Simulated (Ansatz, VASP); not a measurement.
**Mo: VASP beside Ansatz**

```
Mo
1.0
     2.77217    0.00000    0.00000
     0.00000    2.77217    0.00000
     0.00000    0.00000   17.00000
Mo
2
Direct
  0.00000 0.50000 0.58402
  0.50000 0.00000 0.41598
```

Alike in both runs: task single point; functional PBE; k mesh 6 × 6 × 1; occupations gaussian, width 0.1 eV; no spin polarisation.

```csv
,VASP,Ansatz
version,VASP 6.6.1,Ansatz 0.2.0
potentials or method,"VASP PAW PBE potentials, release 64 (Mo_sv), cutoff 520 eV","scalar-relativistic, plane waves, PAW"
valence electrons in the cell,28,28
```

|  | VASP | Ansatz | Ansatz less VASP |
| --- | --- | --- | --- |
| gap on the k mesh at the Fermi level (eV) | none | none | - |
| rms of the force components (eV/Å) | 1.104 | 1.107 | +0.0023 |

Atom by atom the forces differ by 0.002 eV/Å (rms over components). A gap of «none» marks a metal or a gap that the smearing closes. Ansatz's warnings: slab cell height set.

The k mesh is coarse, so the values compare programs but aren't converged.
